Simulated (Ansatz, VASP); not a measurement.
# One calculation of CdSe, two programs

```xyz
4
Lattice="4.3624 0.0000 0.0000 -2.1812 3.7780 0.0000 0.0000 0.0000 7.0444" Properties=species:S:1:pos:R:3 pbc="T T T"
Cd    0.0000    2.5186   -0.0107
Cd    2.1812    1.2593    3.5115
Se    0.0000    2.5186    2.6524
Se    2.1812    1.2593    6.1746
```

Change from the starting cell: epitaxial_xy strain +0.5%.

Alike in both runs: task single point; functional PBE; k mesh 12 × 12 × 4; occupations fermi-dirac, width 0.02 eV; no spin polarisation.

|  | VASP | Ansatz |
| --- | --- | --- |
| version | VASP 6.6.1 | Ansatz 0.2.0 |
| potentials or method | VASP PAW PBE potentials, release 64 (Cd, Se) | plane waves, PAW |
| plane-wave cutoff (eV) | 520 | 420 |
| valence electrons in the cell | 36 | 72 |

Ansatz gave:

* pressure (GPa): 1.2
* traceless stress, the component that is largest in VASP (GPa): 0.31

Question: Which values does VASP return?

Answer: Pressure (GPa): 1.5; traceless stress, the component that is largest in VASP (GPa): 0.31.

VASP's potentials hold 36 valence electrons a cell and Ansatz's 72, so a difference there can come from the potentials and not from the codes.
